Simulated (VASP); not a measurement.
A run of VASP 6.6.1:

The input INCAR:

```
ALGO = Normal ; EDIFF = 1E-6
ENCUT = 520 ; ISIF = 2
ISMEAR = -1 ; LASPH = True
LCHARG = False ; LREAL = False
LWAVE = False ; NBANDS = 22
NELM = 100 ; PREC = Accurate
SIGMA = 0.05
```

Contents of KPOINTS:

```
k-points
0
Gamma
  8 8 5
```

Contents of POSCAR:

```
Cd2S
1.0
    3.9360741467      0.0000000000      0.0000000000
   -1.9680370733      3.4087402022      0.0000000000
    0.0000000000      0.0000000000      5.7702029595
Cd S
2 1
Direct
    0.3333333333      0.6666666667      0.9327170000
    0.6666666667      0.3333333333      0.5787350000
    0.3333333333      0.6666666667      0.3657050000
```

Potentials or basis: VASP PAW LDA potentials, release 64 (Cd, S).

Run with:

```sh
$ cat potpaw_LDA.64/Cd/POTCAR potpaw_LDA.64/S/POTCAR > POTCAR
$ mpirun -np 1 vasp_std > vasp.out
```

Hardware: 1 thread of Intel(R) Xeon(R) 6975P-C (Granite Rapids), on a shared host.

Problem. How long does it take, and how much memory?

Solution. It took 26 s on 1 thread of Intel(R) Xeon(R) 6975P-C (Granite Rapids), with other jobs on the host, peak memory 0.19 GiB. Counts: scf iterations 13, k points 40.
